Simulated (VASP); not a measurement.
# I (Pm-3m) in VASP: single point with PBEsol

Aim: the single point of I with PBEsol.

All numbers are computed with VASP 6.6.1; they aren't measurements. Logs are shortened: lines on timing, memory, paths and dates and some standing lists are left out, and cuts for length are marked.

**1. The cell of the first run**

The structure is cubic, space group Pm-3m (No. 221). The conventional cell has a = 4.567 Å, b = 4.567 Å, c = 4.567 Å, α = 90.00°, β = 90.00°, γ = 90.00°.

**2. Single point, PBEsol**

Input file INCAR:

```
SYSTEM = I
PREC = Accurate ; ENCUT = 500
EDIFF = 1E-6 ; ISMEAR = -1
SIGMA = 0.01 ; LREAL = .False.
LASPH = .True. ; NELM = 120
ALGO = Normal ; ISIF = 2
LWAVE = .False. ; LCHARG = .False.
GGA = PS ; NBANDS = 10
GGA_COMPAT = .False.
```

Input file KPOINTS:

```
regular mesh
0
Gamma
  4 4 4
  0 0 0
```

Input file POSCAR:

```
I
1.0
    4.5667000000      0.0000000000      0.0000000000
    0.0000000000      4.5667000000      0.0000000000
    0.0000000000      0.0000000000      4.5667000000
I
1
Direct
    0.5000000000      0.5000000000      0.5000000000
```

Potentials or basis: VASP PAW PBE potentials, release 64 (I).

Run with:

```
> cat potpaw_PBE.64/I/POTCAR > POTCAR
> mpirun -np 1 vasp_std > vasp.out
```

OUTCAR:

```text
SYSTEM = I
   PREC = Accurate
   ENCUT = 500
   EDIFF = 1E-6
   ISMEAR = -1
   LREAL = .False.
   LASPH = .True.
   NELM = 120
   ISIF = 2
   GGA = PS

 ion  position               nearest neighbor table
   1  0.500  0.500  0.500-

  LATTYP: Found a simple cubic cell.
 ALAT       =     4.5667000000

  Lattice vectors:

 A1 = (   4.5667000000,   0.0000000000,   0.0000000000)
 A2 = (   0.0000000000,   4.5667000000,   0.0000000000)
 A3 = (   0.0000000000,   0.0000000000,   4.5667000000)

Analysis of symmetry for initial positions (statically):
=====================================================================
 Subroutine PRICEL returns:
 Original cell was already a primitive cell.

 Routine SETGRP: Setting up the symmetry group for a
 simple cubic supercell.

 Subroutine GETGRP returns: Found 48 space group operations
 (whereof 48 operations were pure point group operations)
 out of a pool of 48 trial point group operations.

The static configuration has the point symmetry O_h .

Analysis of symmetry for dynamics (positions and initial velocities):
=====================================================================
 Subroutine PRICEL returns:
 Original cell was already a primitive cell.

 Routine SETGRP: Setting up the symmetry group for a
 simple cubic supercell.

 Subroutine GETGRP returns: Found 48 space group operations
 (whereof 48 operations were pure point group operations)
 out of a pool of 48 trial point group operations.

The dynamic configuration has the point symmetry O_h .

 Subroutine INISYM returns: Found 48 space group operations
 (whereof 48 operations are pure point group operations),
 and found     1 'primitive' translations

----------------------------------------------------------------------------------------

                                     Primitive cell

  volume of cell :      95.2374

  direct lattice vectors                    reciprocal lattice vectors
     4.566700000  0.000000000  0.000000000     0.218976504  0.000000000  0.000000000
     0.000000000  4.566700000  0.000000000     0.000000000  0.218976504  0.000000000
     0.000000000  0.000000000  4.566700000     0.000000000  0.000000000  0.218976504

  length of vectors
     4.566700000  4.566700000  4.566700000     0.218976504  0.218976504  0.218976504

  position of ions in fractional coordinates (direct lattice)
     0.500000000  0.500000000  0.500000000

  ion indices of the primitive-cell ions
   primitive index   ion index
                 1           1

----------------------------------------------------------------------------------------

 KPOINTS: regular mesh

Automatic generation of k-mesh.
 Grid dimensions read from file:
 generate k-points for:    4    4    4

 Generating k-lattice:

  Cartesian coordinates                     Fractional coordinates (reciprocal lattice)
     0.054744126  0.000000000  0.000000000     0.250000000  0.000000000  0.000000000
     0.000000000  0.054744126  0.000000000     0.000000000  0.250000000  0.000000000
     0.000000000  0.000000000  0.054744126     0.000000000  0.000000000  0.250000000

  Length of vectors
     0.054744126  0.054744126  0.054744126

  Shift w.r.t. Gamma in fractional coordinates (k-lattice)
     0.000000000  0.000000000  0.000000000

 Subroutine IBZKPT returns following result:
 ===========================================

 Found     10 irreducible k-points:

 Following reciprocal coordinates:
            Coordinates               Weight
  0.000000  0.000000  0.000000      1.000000
  0.250000  0.000000  0.000000      6.000000
  0.500000  0.000000  0.000000      3.000000
  0.250000  0.250000  0.000000     12.000000
  0.500000  0.250000  0.000000     12.000000
  0.500000  0.500000  0.000000      3.000000
  0.250000  0.250000  0.250000      8.000000
  0.500000  0.250000  0.250000     12.000000
  0.500000  0.500000  0.250000      6.000000
  0.500000  0.500000  0.500000      1.000000
   k-points           NKPTS =     10   k-points in BZ     NKDIM =     10   number of bands    NBANDS=     10
   number of dos      NEDOS =    301   number of ions     NIONS =      1
   total plane-waves  NPLWV =  46656
   dimension x,y,z NGX =    36 NGY =   36 NGZ =   36
   dimension x,y,z NGXF=    72 NGYF=   72 NGZF=   72
   ions per type =               1
   NGX,Y,Z   is equivalent  to a cutoff of  13.11, 13.11, 13.11 a.u.
   NGXF,Y,Z  is equivalent  to a cutoff of  26.21, 26.21, 26.21 a.u.
 SYSTEM =  I
   PREC   = accura    normal or accurate (medium, high low for compatibility)
   ISTART =      0    job   : 0-new  1-cont  2-samecut
   ICHARG =      2    charge: 1-file 2-atom 10-const
   ISPIN  =      1    spin polarized calculation?
   LNONCOLLINEAR =      F non collinear calculations
   LSORBIT =      F    spin-orbit coupling
   LASPH  =      T    aspherical Exc in radial PAW
   ENCUT  =  500.0 eV  36.75 Ry    6.06 a.u.   8.33  8.33  8.33*2*pi/ulx,y,z
   NELM   =    120;   NELMIN=  2; NELMDL= -5     # of ELM steps
   EDIFF  = 0.1E-05   stopping-criterion for ELM
   LREAL  =      F    real-space projection
[... 7 lines left out ...]
   TEBEG  =    0.0;   TEEND  =   0.0 temperature during run
   PSTRESS=    0.0 pullay stress
   NELECT =       7.0000    total number of electrons
   NUPDOWN=      -1.0000    fix difference up-down
   EMIN   =  10.00;   EMAX   =-10.00  energy-range for DOS
   EFERMI =   0.00;   METHOD = LEGACY
   ISMEAR =    -1;   SIGMA  =   0.01  broadening in eV -4-tet -1-fermi 0-gaus
   EFERMI_NEDOS =   21; number of points for ismear=-14 and -15
   IALGO  =     38    algorithm
   IMIX   =      4    mixing-type and parameters
     AMIX     =   0.40;   BMIX     =  1.00
     AMIX_MAG =   1.60;   BMIX_MAG =  1.00
  volume/ion in A,a.u.               =      95.24       642.69
  Fermi-wavevector in a.u.,A,eV,Ry     =   0.685759  1.295897  6.398355  0.470266
  Thomas-Fermi vector in A             =   1.765793
   LORBIT       =      0    0 simple, 1 ext, 2 COOP (PROOUT), +10 PAW based schemes
   GGA     = PS    functional components
   LHFCALC =     F    Hartree Fock is set to
   AEXX    =    0.0000 exact exchange contribution
   IVDW    =     0    specifies the selected vdW correction
   LEPSILON=     F    determine dielectric tensor
   LRPA    =     F    only Hartree local field effects (RPA)
 non-spin polarized calculation
  energy-cutoff  :      500.00
  volume of cell :       95.24
 maximum number of plane-waves:      2469
 NGX is ok and might be reduce to    36
   NGX = 17   NGY = 17   NGZ = 17

 number of electron       7.0000002 magnetization

 Free energy of the ion-electron system (eV)
  ---------------------------------------------------
  ext. energy  EPLUGINS =         0.00000000
  ---------------------------------------------------
  free energy    TOTEN  =        -0.53025769 eV

  energy without entropy =       -0.52754326  energy(sigma->0) =       -0.52890048

 E-fermi :  -3.0813     XC(G=0):  -5.1028

 val. band max:       -3.1081166989   @ k =   0.2500   0.0000   0.0000
 cond. band min:      -3.0600784936   @ k =   0.2500   0.2500   0.0000
 fundamental gap:      0.0480382052
 Fermi energy:        -3.0812751748

 k-point     1 :       0.0000    0.0000    0.0000
  band No.  band energies     occupation
      1     -14.0207      2.00000
      2      -3.1580      1.99907
      3      -3.1580      1.99907
      4      -3.1580      1.99907
      5       2.1307      0.00000
      6       4.8036      0.00000
      7       4.8036      0.00000
      8       9.2405      0.00000
      9       9.2405      0.00000
     10       9.2405      0.00000

 k-point     2 :       0.2500    0.0000    0.0000
  band No.  band energies     occupation
      1     -13.9827      2.00000
      2      -3.6924      2.00000
      3      -3.1081      1.87217
      4      -3.1081      1.87217
      5       2.8450      0.00000
      6       5.0583      0.00000
      7       5.4256      0.00000
      8       7.5938      0.00000
      9       7.5938      0.00000
     10       8.4961      0.00000

 k-point     3 :       0.5000    0.0000    0.0000
  band No.  band energies     occupation
      1     -13.9437      2.00000
      2      -4.1298      2.00000
      3      -3.0567      0.15722
      4      -3.0567      0.15722
      5       3.7425      0.00000
      6       5.0457      0.00000
      7       5.3957      0.00000
      8       6.8564      0.00000
      9       6.8564      0.00000
     10       8.8720      0.00000

 k-point     4 :       0.2500    0.2500    0.0000
  band No.  band energies     occupation
      1     -13.9454      2.00000
      2      -3.6493      2.00000
      3      -3.5909      2.00000
      4      -3.0601      0.21440
      5       3.4936      0.00000
      6       5.0995      0.00000
      7       6.0305      0.00000
      8       6.4952      0.00000
      9       7.6435      0.00000
     10       8.0971      0.00000

 k-point     5 :       0.5000    0.2500    0.0000
  band No.  band energies     occupation
      1     -13.9073      2.00000
      2      -4.0451      2.00000
      3      -3.5449      2.00000
      4      -3.0107      0.00171
      5       4.1679      0.00000
      6       4.5194      0.00000
      7       6.2526      0.00000
      8       6.7840      0.00000
      9       7.1017      0.00000
     10       8.1627      0.00000

 k-point     6 :       0.5000    0.5000    0.0000
  band No.  band energies     occupation
      1     -13.8700      2.00000
      2      -3.9551      2.00000
      3      -3.9551      2.00000
      4      -2.9634      0.00002
      5       3.4991      0.00000
      6       5.2009      0.00000
      7       6.9929      0.00000
      8       6.9929      0.00000
      9       7.4232      0.00000
     10       7.4232      0.00000

 k-point     7 :       0.2500    0.2500    0.2500
  band No.  band energies     occupation
      1     -13.9088      2.00000
      2      -3.6031      2.00000
      3      -3.5267      2.00000
      4      -3.5267      2.00000
      5       3.9736      0.00000
      6       5.7280      0.00000
      7       5.7280      0.00000
      8       6.4890      0.00000
      9       6.9659      0.00000
     10       6.9659      0.00000

 k-point     8 :       0.5000    0.2500    0.2500
  band No.  band energies     occupation
      1     -13.8715      2.00000
      2      -3.9655      2.00000
      3      -3.5034      2.00000
      4      -3.4599      2.00000
      5       4.2211      0.00000
      6       5.2003      0.00000
      7       5.2867      0.00000
      8       6.8928      0.00000
      9       6.9898      0.00000
     10       8.6591      0.00000

 k-point     9 :       0.5000    0.5000    0.2500
  band No.  band energies     occupation
      1     -13.8350      2.00000
      2      -3.8813      2.00000
      3      -3.8813      2.00000
      4      -3.4161      2.00000
      5       3.8456      0.00000
      6       5.1874      0.00000
      7       5.1874      0.00000
      8       6.7843      0.00000
      9       8.0298      0.00000
     10       9.1626      0.00000

 k-point    10 :       0.5000    0.5000    0.5000
  band No.  band energies     occupation
      1     -13.7992      2.00000
      2      -3.8036      2.00000
      3      -3.8036      2.00000
      4      -3.8036      2.00000
      5       4.4003      0.00000
      6       4.4003      0.00000
      7       4.4003      0.00000
      8       6.6238      0.00000
      9       9.7418      0.00000
     10       9.7418      0.00000

------------------------ aborting loop because EDIFF is reached ----------------------------------------

  FORCE on cell =-STRESS in cart. coord.  units (eV):
  Direction    XX          YY          ZZ          XY          YZ          ZX
  --------------------------------------------------------------------------------------
  -------------------------------------------------------------------------------------
  Total       -1.0479992     -1.0479992     -1.0479992     -0.0000000      0.0000000     -0.0000000
  in kB      -17.6304788    -17.6304788    -17.6304788     -0.0000000      0.0000000     -0.0000000
  external PRESSURE =     -17.6304788 kB  Pullay stress =       0.0000000 kB

 VOLUME and BASIS-vectors are now :
 -----------------------------------------------------------------------------
  energy-cutoff  :      500.00
  volume of cell :       95.24
      direct lattice vectors                 reciprocal lattice vectors
     4.566700000  0.000000000  0.000000000     0.218976504  0.000000000  0.000000000
     0.000000000  4.566700000  0.000000000     0.000000000  0.218976504  0.000000000
     0.000000000  0.000000000  4.566700000     0.000000000  0.000000000  0.218976504

 POSITION                                       TOTAL-FORCE (eV/Angst)
 -----------------------------------------------------------------------------------
      2.28335      2.28335      2.28335         0.000000      0.000000      0.000000
 -----------------------------------------------------------------------------------
    total drift:                               -0.000000      0.000000      0.000000

  FREE ENERGIE OF THE ION-ELECTRON SYSTEM (eV)
  ---------------------------------------------------
  free  energy   TOTEN  =        -0.5302576892 eV

  energy  without entropy=       -0.5275432624  energy(sigma->0) =       -0.52890048
```

It took 15 s on 1 thread of AMD EPYC 7R43 (Zen 3), shared host; peak memory 0.16 GiB.

What came out:

```
Free energy            : -0.5303 eV
Pressure               : -1.8 GPa
Band gap on the k mesh : zero (an odd number of electrons rules out a gap without spin polarisation)
```

Levels at points of the mesh, in eV from the Fermi level:
| k point | band 2 | band 3 | band 4 | band 5 | band 6 | band 7 |
| --- | --- | --- | --- | --- | --- | --- |
| (0.00, 0.00, 0.00) | -0.08 | -0.08 | -0.08 | 5.21 | 7.88 | 7.88 |
| (0.50, 0.00, 0.00) | -1.05 | 0.02 | 0.02 | 6.82 | 8.13 | 8.48 |
| (0.50, 0.50, 0.00) | -0.87 | -0.87 | 0.12 | 6.58 | 8.28 | 10.07 |
| (0.50, 0.50, 0.50) | -0.72 | -0.72 | -0.72 | 7.48 | 7.48 | 7.48 |

Caveat: the PAW data sets were made with another functional, which shifts forces and pressure a little; spin-orbit coupling is left out, which moves the levels of the heavy elements; an odd number of electrons without spin polarisation forces a metal; a magnetic or distorted state may lie lower.

The gap in the log of VASP goes by the Fermi energy; the results here count the filled bands.